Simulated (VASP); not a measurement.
## Sb: electric field gradients with PBEsol

Crystal: Sb.

```
CELL_PARAMETERS angstrom
0.04610 2.32805 2.32805
2.32805 0.04610 2.32805
2.32805 2.32805 0.04610
ATOMIC_POSITIONS crystal
Sb 0.00000 0.00000 0.00000
```

This cell differs from its parent crystal: equal xy, yz and zx shear strains of +2 %.

```
Program                : VASP 6.6.1
Task                   : electric field gradients
Functional             : PBEsol
Potentials or basis    : VASP PAW PBE potentials, release 64 (Sb)
Cutoff                 : 520 eV
k mesh                 : 12 × 12 × 12
Occupations            : fermi-dirac, width 0.05 eV
Spin                   : no spin polarisation
Dipole correction      : no
Further INCAR settings : ALGO = Normal; EDIFF = 1e-08; NBANDS = 8
```

```yaml
Pressure: 5.5 GPa
```

Stress tensor (GPa, compression positive):
```
 5.53 -0.16 -0.16
-0.16  5.53 -0.16
-0.16 -0.16  5.53
```

Levels at points of the mesh, in eV from the Fermi level:
```
           k point  band 1  band 2  band 3  band 4  band 5  band 6  band 7
(0.00, 0.00, 0.00)  -13.79    5.49    6.22    6.22    9.75   10.23   10.49
(0.50, 0.00, 0.00)   -9.37   -6.51    3.82    4.02    8.58    9.06    9.48
(0.50, 0.50, 0.00)   -7.56   -5.52    0.09    0.59    4.07    4.64   18.13
(0.50, 0.50, 0.50)   -9.79   -6.57    4.41    4.41    9.18    9.57    9.57
```

Electric field gradients, principal values (V/Å²):
| atom | least | middle | greatest (by size) |
| --- | --- | --- | --- |
| 1 Sb | 5.258 | 5.258 | -10.516 |

It used 24 s of CPU time on 1 thread of AMD EPYC 7R13 Processor (Zen 3) (shared host).

Caveat: the cell differs from its parent crystal (equal xy, yz and zx shear strains of +2 %); without QUAD_EFG the Cq values of the log hold for a quadrupole moment of 1 mb, not for the nuclei; the PAW data sets were made with another functional, which shifts forces and pressure a little; spin-orbit coupling is left out, which moves the levels of the heavy elements.
